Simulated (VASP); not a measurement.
# AlN (P2_1) in VASP: a series of runs

The runs below take AlN through single point, with PBE.

Everything below comes from runs of VASP 6.6.1. Logs are shortened: lines on timing, memory, paths and dates and some standing lists are left out, and cuts for length are marked.

## (1) The cell of the first run

Symmetry: P2_1, No. 4, monoclinic system. The conventional cell has a = 3.130 Å, b = 5.018 Å, c = 3.130 Å, α = 90.00°, β = 120.00°, γ = 90.00°. Within 2.5 Å of Al (site symmetry 1) lie 4 N at 1.89 to 1.93 Å. Within 2.5 Å of N (site symmetry 1) lie 4 Al at 1.89 to 1.93 Å.

## (2) Single point, PBE (atoms displaced along a vibrational mode)

INCAR reads:

```
  PREC = Accurate
  ENCUT = 520
  EDIFF = 1E-7
  ISMEAR = 0
  SIGMA = 0.05
  LREAL = F
  LASPH = T
  NELM = 80
  ALGO = Normal
  ISIF = 2
  LWAVE = F
  LCHARG = F
  GGA = PE
  NBANDS = 26
```

KPOINTS reads:

```
Automatic mesh
0
Gamma
  8 8 8
```

POSCAR reads:

```
AlN
1.0
   -3.1302395627      0.0000000000      0.0000000000
    0.0000000000      5.4217339625      0.0000000000
    1.5651197814     -2.7108669813     -5.0179796546
Al N
4 4
Direct
    1.0374713653      0.3324689746      0.9982712825
    0.5374713653      0.8324689746      0.9982712825
    0.2107999172      0.9158023079      0.4982712825
    0.7107999172      0.4158023079      0.4982712825
    0.7744452580      0.1416976921      0.6167287175
    0.2744452580      0.6416976921      0.6167287175
    0.0922834595      0.7250310254      0.1167287175
    0.5922834595      0.2250310254      0.1167287175
```

Potentials or basis: VASP PAW PBE potentials, release 64 (Al, N).

Launch:

```bash
$ cat potpaw_PBE.64/Al/POTCAR potpaw_PBE.64/N/POTCAR > POTCAR
$ mpirun -np 1 vasp_std > vasp.out
```

OUTCAR:

```text
PREC = Accurate
   ENCUT = 520
   EDIFF = 1E-7
   ISMEAR = 0
   LREAL = F
   LASPH = T
   NELM = 80
   ISIF = 2
   GGA = PE

 ion  position               nearest neighbor table
   1  0.037  0.332  0.998-   8 1.89   7 1.90   8 1.91   5 1.93   4 2.98   3 2.98   3 3.10   4 3.10
                             2 3.13   2 3.13   2 3.13   2 3.13   3 3.22   4 3.22
   2  0.537  0.832  0.998-   7 1.89   8 1.90   7 1.91   6 1.93   3 2.98   4 2.98   4 3.10   3 3.10
                             1 3.13   1 3.13   1 3.13   1 3.13   4 3.22   3 3.22
   3  0.211  0.916  0.498-   5 1.89   6 1.90   5 1.91   7 1.93   2 2.98   1 2.98   1 3.10   2 3.10
                             4 3.13   4 3.13   4 3.13   4 3.13   1 3.22   2 3.22
   4  0.711  0.416  0.498-   6 1.89   5 1.90   6 1.91   8 1.93   1 2.98   2 2.98   2 3.10   1 3.10
                             3 3.13   3 3.13   3 3.13   3 3.13   2 3.22   1 3.22
   5  0.774  0.142  0.617-   3 1.89   4 1.90   3 1.91   1 1.93
   6  0.274  0.642  0.617-   4 1.89   3 1.90   4 1.91   2 1.93
   7  0.092  0.725  0.117-   2 1.89   1 1.90   2 1.91   3 1.93
   8  0.592  0.225  0.117-   1 1.89   2 1.90   1 1.91   4 1.93

  LATTYP: Found a body centered orthorhombic cell.
 ALAT       =     3.1302395627
 B/A-ratio  =     1.7320508076
 C/A-ratio  =     3.2061313865

  Lattice vectors:

 A1 = (  -1.5651197814,   2.7108669813,   5.0179796546)
 A2 = (   1.5651197813,  -2.7108669812,   5.0179796546)
 A3 = (   1.5651197814,   2.7108669812,  -5.0179796546)

Analysis of symmetry for initial positions (statically):
=====================================================================
 Subroutine PRICEL returns following result:

  LATTYP: Found a hexagonal cell.
 ALAT       =     3.1302395627
 C/A-ratio  =     1.6030656932

  Lattice vectors:

 A1 = (   3.1302395627,  -0.0000000000,   0.0000000000)
 A2 = (  -1.5651197813,  -2.7108669813,   0.0000000000)
 A3 = (   0.0000000001,  -0.0000000000,  -5.0179796546)

   2 primitive cells build up your supercell.

 Routine SETGRP: Setting up the symmetry group for a
 body centered orthorhombic supercell.

 Subroutine GETGRP returns: Found  2 space group operations
 (whereof  1 operations were pure point group operations)
 out of a pool of  8 trial point group operations.

The static configuration has the point symmetry C_1 .
 The point group associated with its full space group is C_2 .

Analysis of symmetry for dynamics (positions and initial velocities):
=====================================================================
 Subroutine PRICEL returns following result:

  LATTYP: Found a hexagonal cell.
 ALAT       =     3.1302395627
 C/A-ratio  =     1.6030656932

  Lattice vectors:

 A1 = (   3.1302395627,  -0.0000000000,   0.0000000000)
 A2 = (  -1.5651197813,  -2.7108669813,   0.0000000000)
 A3 = (   0.0000000001,  -0.0000000000,  -5.0179796546)

   2 primitive cells build up your supercell.

 Routine SETGRP: Setting up the symmetry group for a
 body centered orthorhombic supercell.

 Subroutine GETGRP returns: Found  2 space group operations
 (whereof  1 operations were pure point group operations)
 out of a pool of  8 trial point group operations.

The dynamic configuration has the point symmetry C_1 .
 The point group associated with its full space group is C_2 .

 Subroutine INISYM returns: Found  2 space group operations
 (whereof  1 operations are pure point group operations),
 and found     2 'primitive' translations

----------------------------------------------------------------------------------------

                                     Primitive cell

  volume of cell :      42.5809

  direct lattice vectors                    reciprocal lattice vectors
     3.130239563 -0.000000000  0.000000000     0.319464367 -0.184442838  0.000000000
    -1.565119781 -2.710866981  0.000000000    -0.000000000 -0.368885676  0.000000000
     0.000000000 -0.000000000 -5.017979655     0.000000000  0.000000000 -0.199283391

  length of vectors
     3.130239563  3.130239563  5.017979655     0.368885676  0.368885676  0.199283391

  position of ions in fractional coordinates (direct lattice)
     0.628330943  0.333333333  0.998271282
     0.371669057  0.666666667  0.498271282
     0.700585767  0.333333333  0.616728718
     0.299414233  0.666666667  0.116728718

  ion indices of the primitive-cell ions
   primitive index   ion index
                 1           1
                 2           4
                 3           5
                 4           7

----------------------------------------------------------------------------------------

 KPOINTS: Automatic mesh

Automatic generation of k-mesh.
 Grid dimensions read from file:
 generate k-points for:    8    8    8

 Generating k-lattice:

  Cartesian coordinates                     Fractional coordinates (reciprocal lattice)
    -0.039933046  0.000000000 -0.012455212     0.125000000  0.000000000  0.000000000
     0.000000000  0.023055355 -0.012455212     0.000000000  0.125000000  0.000000000
     0.000000000  0.000000000 -0.024910424     0.000000000  0.000000000  0.125000000

  Length of vectors
     0.041830377  0.026204612  0.024910424

  Shift w.r.t. Gamma in fractional coordinates (k-lattice)
     0.000000000  0.000000000  0.000000000

 Subroutine IBZKPT returns following result:
 ===========================================

 Found    150 irreducible k-points:

 Following reciprocal coordinates:
            Coordinates               Weight
  0.000000  0.000000  0.000000      1.000000
  0.125000  0.000000 -0.000000      4.000000
  0.250000  0.000000 -0.000000      4.000000
  0.375000  0.000000  0.000000      4.000000
  0.500000  0.000000 -0.000000      2.000000
  0.000000  0.125000 -0.000000      4.000000
[... 16 lines left out ...]
  0.125000 -0.250000 -0.125000      4.000000
  0.250000  0.250000 -0.000000      4.000000
 [... further k-points ...]
   k-points           NKPTS =    150   k-points in BZ     NKDIM =    150   number of bands    NBANDS=     26
   number of dos      NEDOS =    301   number of ions     NIONS =      8
   total plane-waves  NPLWV =  46080
   dimension x,y,z NGX =    24 NGY =   40 NGZ =   48
   dimension x,y,z NGXF=    48 NGYF=   80 NGZF=   96
   ions per type =               4   4
   NGX,Y,Z   is equivalent  to a cutoff of  12.75, 12.27, 13.49 a.u.
   NGXF,Y,Z  is equivalent  to a cutoff of  25.49, 24.53, 26.98 a.u.
 SYSTEM =  unknown system
   PREC   = accura    normal or accurate (medium, high low for compatibility)
   ISTART =      0    job   : 0-new  1-cont  2-samecut
   ICHARG =      2    charge: 1-file 2-atom 10-const
   ISPIN  =      1    spin polarized calculation?
   LNONCOLLINEAR =      F non collinear calculations
   LSORBIT =      F    spin-orbit coupling
   LASPH  =      T    aspherical Exc in radial PAW
   ENCUT  =  520.0 eV  38.22 Ry    6.18 a.u.   5.82 10.08 11.00*2*pi/ulx,y,z
   NELM   =     80;   NELMIN=  2; NELMDL= -5     # of ELM steps
   EDIFF  = 0.1E-06   stopping-criterion for ELM
   LREAL  =      F    real-space projection
   EDIFFG = 0.1E-05   stopping-criterion for IOM
   NSW    =      0    number of steps for IOM
   IBRION =     -1    ionic relax: 0-MD 1-quasi-New 2-CG
   NFREE  =      0    steps in history (QN), initial steepest desc. (CG)
   ISIF   =      2    stress and relaxation
   ISYM   =      2    0-nonsym 1-usesym 2-fastsym
   POTIM  = 0.5000    time-step for ionic-motion
   TEBEG  =    0.0;   TEEND  =   0.0 temperature during run
   PSTRESS=    0.0 pullay stress
   NELECT =      32.0000    total number of electrons
   NUPDOWN=      -1.0000    fix difference up-down
   EMIN   =  10.00;   EMAX   =-10.00  energy-range for DOS
   EFERMI =   0.00;   METHOD = LEGACY
   ISMEAR =     0;   SIGMA  =   0.05  broadening in eV -4-tet -1-fermi 0-gaus
   EFERMI_NEDOS =   21; number of points for ismear=-14 and -15
   IALGO  =     38    algorithm
   IMIX   =      4    mixing-type and parameters
     AMIX     =   0.40;   BMIX     =  1.00
     AMIX_MAG =   1.60;   BMIX_MAG =  1.00
  volume/ion in A,a.u.               =      10.65        71.84
  Fermi-wavevector in a.u.,A,eV,Ry     =   1.181345  2.232418 18.987951  1.395575
  Thomas-Fermi vector in A             =   2.317620
   LORBIT       =      0    0 simple, 1 ext, 2 COOP (PROOUT), +10 PAW based schemes
   GGA     = PE    functional components
   LHFCALC =     F    Hartree Fock is set to
   AEXX    =    0.0000 exact exchange contribution
   IVDW    =     0    specifies the selected vdW correction
   LEPSILON=     F    determine dielectric tensor
   LRPA    =     F    only Hartree local field effects (RPA)
 non-spin polarized calculation
 Gauss-broadening in eV      SIGMA  =   0.05
  energy-cutoff  :      520.00
  volume of cell :       85.16
 maximum number of plane-waves:      2322
   NGX = 11   NGY = 21   NGZ = 21

 number of electron      31.9999999 magnetization

 Free energy of the ion-electron system (eV)
  ---------------------------------------------------
  ext. energy  EPLUGINS =         0.00000000
  ---------------------------------------------------
  free energy    TOTEN  =       -59.33518144 eV

  energy without entropy =      -59.33518144  energy(sigma->0) =      -59.33518144

 E-fermi :   6.3326     XC(G=0): -10.8347

 val. band max:        6.0580593693   @ k =   0.0000   0.0000   0.0000
 cond. band min:       9.9381581421   @ k =   0.0000   0.0000   0.0000
 fundamental gap:      3.8800987727
 Fermi energy:         6.3326314242

 k-point     1 :       0.0000    0.0000    0.0000
  band No.  band energies     occupation
      1      -9.0902      2.00000
      2      -7.0004      2.00000
      3      -6.8088      2.00000
      4      -6.8088      2.00000
      5       0.0793      2.00000
      6       0.4562      2.00000
[... 18 lines left out ...]
     25      17.3153      0.00000
     26      17.3153      0.00000

 k-point     2 :       0.1250    0.0000   -0.0000
  band No.  band energies     occupation
      1      -8.9298      2.00000
      2      -6.9464      2.00000
      3      -6.8172      2.00000
      4      -6.6957      2.00000
      5       0.3031      2.00000
      6       0.5332      2.00000
[... 18 lines left out ...]
     25      16.4658      0.00000
[... 608 lines left out ...]
     25      16.4226      0.00000
     26      17.3658      0.00000

 k-point    24 :       0.2500    0.2500   -0.0000
  band No.  band energies     occupation
      1      -8.1474      2.00000
      2      -7.1624      2.00000
      3      -6.9650      2.00000
      4      -6.4969      2.00000
      5       1.2160      2.00000
      6       1.2607      2.00000
[... 18 lines left out ...]
     25      16.6954      0.00000
     26      16.8013      0.00000

 [... further k-points ...]
[... 5 lines left out ...]
  --------------------------------------------------------------------------------------
  -------------------------------------------------------------------------------------
  Total       -0.8201333     -0.1023734     -0.0477597     -0.2730880     -0.0000000      0.0000000
  in kB      -15.4294468     -1.9259861     -0.8985192     -5.1376970     -0.0000000      0.0000000
  external PRESSURE =      -6.0846507 kB  Pullay stress =       0.0000000 kB

 VOLUME and BASIS-vectors are now :
 -----------------------------------------------------------------------------
  energy-cutoff  :      520.00
  volume of cell :       85.16
      direct lattice vectors                 reciprocal lattice vectors
    -3.130239563  0.000000000  0.000000000    -0.319464367  0.000000000 -0.099641695
     0.000000000  5.421733963  0.000000000     0.000000000  0.184442838 -0.099641695
     1.565119781 -2.710866981 -5.017979655     0.000000000  0.000000000 -0.199283391

 POSITION                                       TOTAL-FORCE (eV/Angst)
 -----------------------------------------------------------------------------------
      1.44512     -0.90362     -5.00930         0.664271      0.063405      0.085955
     -0.12000      1.80724     -5.00930         0.664271      0.063405      0.085955
      0.12000      3.61449     -2.50032        -0.664271     -0.063405      0.085955
     -1.44512      0.90362     -2.50032        -0.664271     -0.063405      0.085955
     -1.45894     -0.90362     -3.09473        -0.311106      0.027797     -0.085955
      0.10617      1.80724     -3.09473        -0.311106      0.027797     -0.085955
     -0.10617      3.61449     -0.58574         0.311106     -0.027797     -0.085955
     -1.67129      0.90362     -0.58574         0.311106     -0.027797     -0.085955
 -----------------------------------------------------------------------------------
    total drift:                                0.000018     -0.000015      0.001330

  FREE ENERGIE OF THE ION-ELECTRON SYSTEM (eV)
  ---------------------------------------------------
  free  energy   TOTEN  =       -59.3351814363 eV

  energy  without entropy=      -59.3351814363  energy(sigma->0) =      -59.33518144
```

Wall time 6 min (1 thread of Intel Xeon Platinum 8175M at 2.50GHz (Skylake/Cascade Lake), shared host); peak memory 0.37 GiB.

Results:

```
Free energy            : -59.3352 eV
Pressure               : -0.6 GPa
Largest force          : 0.673 eV/Å
Band gap on the k mesh : 3.88 eV
```

Forces on the atoms (eV/Å):
```
Al   0.664  0.063  0.086
Al   0.664  0.063  0.086
Al  -0.664 -0.063  0.086
Al  -0.664 -0.063  0.086
N   -0.311  0.028 -0.086
N   -0.311  0.028 -0.086
N    0.311 -0.028 -0.086
N    0.311 -0.028 -0.086
```

Levels at points of the mesh, in eV from the valence-band top:
```csv
k point,band 13,band 14,band 15,band 16,band 17,band 18,band 19,band 20
"(0.00, 0.00, 0.00)",-0.88,-0.47,-0.13,0.00,3.88,5.08,5.08,6.40
"(0.50, 0.00, 0.00)",-2.11,-2.11,-0.89,-0.89,5.94,5.94,7.10,7.10
"(0.00, 0.50, 0.00)",-0.79,-0.79,-0.56,-0.56,5.77,5.77,7.12,7.12
"(0.50, 0.50, 0.00)",-1.41,-1.20,-1.20,-0.72,4.96,4.96,5.02,5.85
"(0.50, 0.50, 0.50)",-1.63,-1.41,-1.41,-0.83,5.29,5.29,5.48,6.25
"(0.00, 0.00, 0.50)",-0.66,-0.66,-0.56,-0.56,5.66,5.69,6.14,6.14
```

Caveat: the cell differs from its parent crystal (atoms displaced along a vibrational mode). A k mesh can miss the band edges.

## (3) Single point, PBE (atoms displaced along a vibrational mode)

INCAR reads:

```
SYSTEM = AlN
PREC = Accurate
ENCUT = 520
EDIFF = 1E-6
ISMEAR = 0
SIGMA = 0.05
LREAL = .FALSE.
LASPH = .TRUE.
NELM = 80
ALGO = Normal
ISIF = 2
LWAVE = .FALSE.
LCHARG = .FALSE.
GGA = PE
NBANDS = 26
```

KPOINTS reads:

```
regular mesh
0
G
  8 8 8
  0 0 0
```

POSCAR reads:

```
AlN
1.0
   -3.1302395627      0.0000000000      0.0000000000
    0.0000000000      5.4217339625      0.0000000000
    1.5651197814     -2.7108669813     -5.0179796546
Al N
4 4
Direct
    0.9703838482      0.3324689746      0.9982712825
    0.4703838482      0.8324689746      0.9982712825
    0.2778874343      0.9158023079      0.4982712825
    0.7778874343      0.4158023079      0.4982712825
    0.8338036843      0.1416976921      0.6167287175
    0.3338036843      0.6416976921      0.6167287175
    0.0329250332      0.7250310254      0.1167287175
    0.5329250332      0.2250310254      0.1167287175
```

Potentials or basis: VASP PAW PBE potentials, release 64 (Al, N).

Launch:

```bash
$ cat potpaw_PBE.64/Al/POTCAR potpaw_PBE.64/N/POTCAR > POTCAR
$ mpirun -np 1 vasp_std > vasp.out
```

It took 4.6 min on 1 thread of Intel Xeon Platinum 8175M at 2.50GHz (Skylake/Cascade Lake), shared host; peak memory 0.36 GiB.

Results (log left out):

```
Free energy            : -59.4339 eV
Pressure               : -0.5 GPa
Largest force          : 0.503 eV/Å
Band gap on the k mesh : 3.95 eV
```

Forces on the atoms (eV/Å):
```
Al  -0.500  0.036  0.050
Al  -0.500  0.036  0.050
Al   0.500 -0.036  0.050
Al   0.500 -0.036  0.050
N    0.233  0.015 -0.050
N    0.233  0.015 -0.050
N   -0.233 -0.015 -0.050
N   -0.233 -0.015 -0.050
```

Stress tensor (GPa, compression positive):
```
-0.99  0.37  0.00
 0.37 -0.23  0.00
 0.00  0.00 -0.16
```

Levels at points of the mesh, in eV from the valence-band top:
```tsv
k point	band 12	band 13	band 14	band 15	band 16	band 17	band 18	band 19	band 20	band 21
(0.00, 0.00, 0.00)	-0.92	-0.86	-0.39	-0.13	0.00	3.95	5.15	5.15	6.45	9.04
(0.50, 0.00, 0.00)	-2.46	-2.07	-2.07	-0.88	-0.88	6.03	6.03	7.14	7.14	8.48
(0.00, 0.50, 0.00)	-1.45	-0.73	-0.73	-0.56	-0.56	5.84	5.84	7.20	7.20	8.38
(0.50, 0.50, 0.00)	-1.56	-1.56	-1.39	-1.39	-0.78	5.30	5.30	5.57	6.15	8.08
(0.50, 0.50, 0.50)	-1.54	-1.49	-1.23	-1.23	-0.69	5.06	5.06	5.23	5.84	7.82
(0.00, 0.00, 0.50)	-0.76	-0.62	-0.62	-0.54	-0.54	5.71	5.72	6.21	6.21	7.85
```

Caveat: the cell differs from its parent crystal (atoms displaced along a vibrational mode). A k mesh can miss the band edges.
